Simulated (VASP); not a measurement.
# SiF (P6_3/mmc) in VASP: further runs, part 2 of 2

VASP 6.6.1. The steps go on from the part before.

## (3) Relaxation of cell and atoms, PBE

This run uses another cell than the first one, of 10.97 Å³/atom.

INCAR

```
SYSTEM = SiF
ALGO = Normal
EDIFF = 1E-6
EDIFFG = -0.04
ENCUT = 600
GGA = PE
IBRION = 2
ISIF = 3
ISMEAR = 0
LASPH = .TRUE.
LCHARG = .FALSE.
LREAL = .FALSE.
LWAVE = .FALSE.
NELM = 60
NSW = 90
PREC = Accurate
SIGMA = 0.1
```

KPOINTS

```
k-points
0
G
  6 6 2
  0 0 0
```

POSCAR

```
SiF
1.0
    3.1326857900      0.0000000000      0.0000000000
   -1.5663429000      2.7129854800      0.0000000000
    0.0000000000      0.0000000000     10.3227612300
Si F
4 4
Direct
    0.6666666700      0.3333333300      0.1250000000
    0.6666666700      0.3333333300      0.3750000000
    0.3333333300      0.6666666700      0.6250000000
    0.3333333300      0.6666666700      0.8750000000
    0.0000000000      0.0000000000      0.0000000000
    0.3333333300      0.6666666700      0.2500000000
    0.0000000000      0.0000000000      0.5000000000
    0.6666666700      0.3333333300      0.7500000000
```

Potentials or basis: VASP PAW PBE potentials, release 64 (Si, F).

Launch:

```console
$ cat potpaw_PBE.64/Si/POTCAR potpaw_PBE.64/F/POTCAR > POTCAR
$ mpirun -np 1 vasp_std > vasp.out
```

OUTCAR:

```text
SYSTEM = SiF
   EDIFF = 1E-6
   EDIFFG = -0.04
   ENCUT = 600
   GGA = PE
   IBRION = 2
   ISIF = 3
   ISMEAR = 0
   LASPH = .TRUE.
   LREAL = .FALSE.
   NELM = 60
   NSW = 90
   PREC = Accurate

 ion  position               nearest neighbor table
   1  0.667  0.333  0.125-   6 2.22   5 2.22   6 2.22   5 2.22   5 2.22   6 2.22   2 2.58
   2  0.667  0.333  0.375-   6 2.22   7 2.22   6 2.22   7 2.22   7 2.22   6 2.22   1 2.58
   3  0.333  0.667  0.625-   8 2.22   7 2.22   8 2.22   7 2.22   7 2.22   8 2.22   4 2.58
   4  0.333  0.667  0.875-   8 2.22   5 2.22   8 2.22   5 2.22   5 2.22   8 2.22   3 2.58
   5  0.000  0.000  0.000-   1 2.22   4 2.22   1 2.22   4 2.22   1 2.22   4 2.22
   6  0.333  0.667  0.250-   1 2.22   2 2.22   1 2.22   2 2.22   1 2.22   2 2.22
   7  0.000  0.000  0.500-   2 2.22   3 2.22   2 2.22   3 2.22   2 2.22   3 2.22
   8  0.667  0.333  0.750-   3 2.22   4 2.22   3 2.22   4 2.22   3 2.22   4 2.22

  LATTYP: Found a hexagonal cell.
 ALAT       =     3.1326857900
 C/A-ratio  =     3.2951792558

  Lattice vectors:

 A1 = (   3.1326857900,   0.0000000000,   0.0000000000)
 A2 = (  -1.5663429000,   2.7129854800,   0.0000000000)
 A3 = (   0.0000000000,   0.0000000000,  10.3227612300)

Analysis of symmetry for initial positions (statically):
[... 172 lines left out ...]
 Free energy of the ion-electron system (eV)
  ---------------------------------------------------
  ext. energy  EPLUGINS =         0.00000000
  ---------------------------------------------------
  free energy    TOTEN  =       -26.14985933 eV

  energy without entropy =      -26.14412883  energy(sigma->0) =      -26.14699408

------------------------ aborting loop because EDIFF is reached ----------------------------------------

  FORCE on cell =-STRESS in cart. coord.  units (eV):
  Direction    XX          YY          ZZ          XY          YZ          ZX
  --------------------------------------------------------------------------------------
  -------------------------------------------------------------------------------------
  Total       29.7190848     29.7190849     31.1084200     -0.0000001      0.0000000      0.0000000
  in kB      542.7324957    542.7324972    568.1046541     -0.0000010      0.0000000      0.0000000
  external PRESSURE =     551.1898823 kB  Pullay stress =       0.0000000 kB
[... 964 lines left out ...]
     26       6.2293      0.00000
     27       9.2167      0.00000

[... ionic steps 4 to 36 ...]

--------------------------------------- Ionic step       37  -------------------------------------------

 number of electron      43.9999988 magnetization

------------------------ aborting loop because EDIFF is reached ----------------------------------------
[... 79 lines left out ...]
--------------------------------------- Ionic step       39  -------------------------------------------

 number of electron      43.9999987 magnetization

 Free energy of the ion-electron system (eV)
  ---------------------------------------------------
  ext. energy  EPLUGINS =         0.00000000
  ---------------------------------------------------
  free energy    TOTEN  =       -33.32737005 eV

  energy without entropy =      -33.32480302  energy(sigma->0) =      -33.32608653

 E-fermi :   5.7288     XC(G=0): -10.1686

 val. band max:        5.5489107875   @ k =   0.3333   0.3333   0.5000
 cond. band min:       5.7466183866   @ k =   0.3333   0.3333   0.0000
 fundamental gap:      0.1977075991
 Fermi energy:         5.7288221068
[... 453 lines left out ...]
  FREE ENERGIE OF THE ION-ELECTRON SYSTEM (eV)
  ---------------------------------------------------
  free  energy   TOTEN  =       -33.3273700475 eV

  energy  without entropy=      -33.3248030215  energy(sigma->0) =      -33.32608653

 reached required accuracy - stopping structural energy minimisation
```

OSZICAR:

```text
N       E                     dE             d eps       ncg     rms          rms(c)
DAV:   1     0.246000944337E+03    0.24600E+03   -0.24778E+04   756   0.170E+03
DAV:   2    -0.844126582202E+01   -0.25444E+03   -0.24806E+03   908   0.315E+02
DAV:   3    -0.272737586183E+02   -0.18832E+02   -0.18228E+02   963   0.773E+01
[... 384 lines left out ...]
DAV:   1    -0.333274848414E+02   -0.33373E-03   -0.16561E-02   787   0.948E-01    0.102E-01
DAV:   2    -0.333274156018E+02    0.69240E-04   -0.34468E-04   917   0.121E-01    0.550E-02
DAV:   3    -0.333273741978E+02    0.41404E-04   -0.52221E-05   951   0.688E-02    0.153E-02
DAV:   4    -0.333273700283E+02    0.41695E-05   -0.11102E-05   852   0.298E-02    0.315E-03
DAV:   5    -0.333273700475E+02   -0.19220E-07   -0.14379E-06   455   0.786E-03
  39 F= -.33327370E+02 E0= -.33326087E+02  d E =-.637876E-02
```

Run time: 26 min. Hardware: 1 thread of Intel Xeon 8259CL, shared host; peak memory 0.26 GiB.

Results:

| Property | Result |
| --- | --- |
| Free energy | -33.3274 eV |
| Relaxed volume | 13.57 Å³/atom |
| Relaxed cell | a = 3.931 Å, b = 3.931 Å, c = 8.116 Å, α = 90.00°, β = 90.00°, γ = 120.00° |
| Space group after relaxing (to 0.1 Å) | P6_3/mmc (No. 194) |
| Energy gained by relaxing | 897.2 meV/atom |
| Ionic steps | 39 |
| Pressure after relaxing | 0.1 GPa |
| Largest force after relaxing | 0.012 eV/Å |
| Band gap on the k mesh | zero (bands 22 and 23 overlap by 0.89 eV) |

Forces on the atoms (eV/Å):
```
Si   0.000  0.000  0.012
Si   0.000  0.000 -0.012
Si   0.000  0.000  0.012
Si   0.000  0.000 -0.012
F    0.000  0.000  0.000
F    0.000  0.000  0.000
F    0.000  0.000  0.000
F    0.000  0.000  0.000
```

Stress tensor (GPa, compression positive):
```
0.09 0.00 0.00
0.00 0.09 0.00
0.00 0.00 0.18
```

The path:
```
step  energy change (eV)  largest force (eV/Å)  pressure (GPa)  volume (Å³)
   1              0.0000                0.0170           55.12        87.73
   2             -4.3257                0.1343           -8.90       144.88
   3             -4.8966                0.1254            0.86       124.65
   4             -4.9001                0.1262           -0.08       126.11
   5             -4.9064                0.1078           -0.07       126.16
   6             -4.9266                0.0540           -0.05       126.28
   7             -4.9871                0.0332            0.13       126.45
   8             -5.1151                0.6832            1.04       126.52
   9             -5.1131                0.5189            0.85       126.53
  10             -5.1156                0.6178            0.98       126.52
  11             -5.1170                0.6392            0.97       126.55
  12             -5.1202                0.7048            0.98       126.63
  13             -5.1215                0.8509            1.00       126.78
  14             -5.1219                0.7996            0.99       126.73
  15             -5.1259                0.8014            0.95       126.78
  16             -5.1379                0.8076            0.81       126.93
  17             -5.1616                0.8206            0.51       127.22
  18             -5.2082                0.8514           -0.01       127.80
  19             -5.2975                0.9184           -1.11       128.93
  20             -5.4485                1.0440           -3.35       131.11
  21             -5.5591                1.2458           -7.92       135.08
  22             -5.5556                1.1992           -6.44       133.89
  23             -5.5865                1.1947           -6.61       133.75
  24             -5.6768                1.1763           -7.06       133.31
  25             -5.8435                1.1181           -8.06       132.35
  26             -6.1147                1.0377          -10.47       130.15
  27             -6.1177                0.5932          -14.57       124.59
  28             -6.2048                0.9589          -12.21       128.01
  29             -6.4739                0.7184          -11.34       124.51
  30             -6.9610                0.0259           -6.93       114.25
  31             -6.9915                0.3219           -4.35       110.55
  32             -6.9928                0.2738           -4.83       111.18
  33             -7.0605                0.1955           -3.78       110.60
  34             -7.1677                0.1392           -0.59       108.88
  35             -7.1710                0.2313            0.20       108.47
  36             -7.1711                0.2184            0.08       108.53
  37             -7.1762                0.0915            0.09       108.56
  38             -7.1773                0.0524            0.12       108.60
  39             -7.1775                0.0123            0.12       108.59
```

Final structure:
```
CELL_PARAMETERS angstrom
3.93057 0.00000 0.00000
-1.96529 3.40398 0.00000
0.00000 0.00000 8.11627
ATOMIC_POSITIONS crystal
Si 0.66667 0.33333 0.09650
Si 0.66667 0.33333 0.40350
Si 0.33333 0.66667 0.59650
Si 0.33333 0.66667 0.90350
F 0.00000 0.00000 0.00000
F 0.33333 0.66667 0.25000
F 0.00000 0.00000 0.50000
F 0.66667 0.33333 0.75000
```

Caveat: the k points lie up to 0.39 Å⁻¹ apart in the final cell, too coarse for converged energies and pressures of a metal; the volume moved by over 15 % at a fixed basis, so the end points are rough.
